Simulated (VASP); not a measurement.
AgAu:

```xyz
2
Lattice="2.9352 0.0000 0.0000 -1.4676 2.5419 0.0000 0.0000 0.0000 4.6969" Properties=species:S:1:pos:R:3 pbc="T T T"
Ag    0.0000    0.0000    2.3485
Au    1.4676    0.8473    0.0000
```

- Program: VASP 6.6.1
- Task: relaxation of cell and atoms
- Functional: r2SCAN
- Potentials or basis: VASP PAW PBE potentials, release 64 (Ag, Au)
- Cutoff: 600 eV
- k mesh: 18 × 18 × 10
- Occupations: gaussian, width 0.1 eV
- Spin: no spin polarisation

At the start: pressure -0.4 GPa; volume 17.52 Å³/atom.

Q: How do energy, volume and symmetry change on relaxing?

A: Over 5 steps the energy falls by 2.0 meV/atom and the volume is 17.46 Å³/atom (-0.3 %); space group P-6m2 (No. 187, to 0.05 Å).

Step by step:
| step | energy change (eV) | largest force (eV/Å) | pressure (GPa) | volume (Å³) |
| --- | --- | --- | --- | --- |
| 1 | 0.0000 | 0.0000 | -0.37 | 35.04 |
| 2 | -0.0027 | 0.0000 | 0.30 | 34.84 |
| 3 | -0.0032 | 0.0000 | 0.76 | 34.71 |
| 4 | -0.0038 | 0.0000 | -0.47 | 35.04 |
| 5 | -0.0040 | 0.0000 | -0.02 | 34.92 |

Final structure:
```yaml
crystal:
  lattice:
    - [2.90750, 0.00000, 0.00000]
    - [-1.45375, 2.51797, 0.00000]
    - [0.00000, 0.00000, 4.76998]
  atoms:
    - { symbol: Ag, position: [0.00000, 0.00000, 0.50000] }
    - { symbol: Au, position: [0.66667, 0.33333, 0.00000] }
```

Caveat: the PAW data sets were made with another functional, which shifts forces and pressure a little.
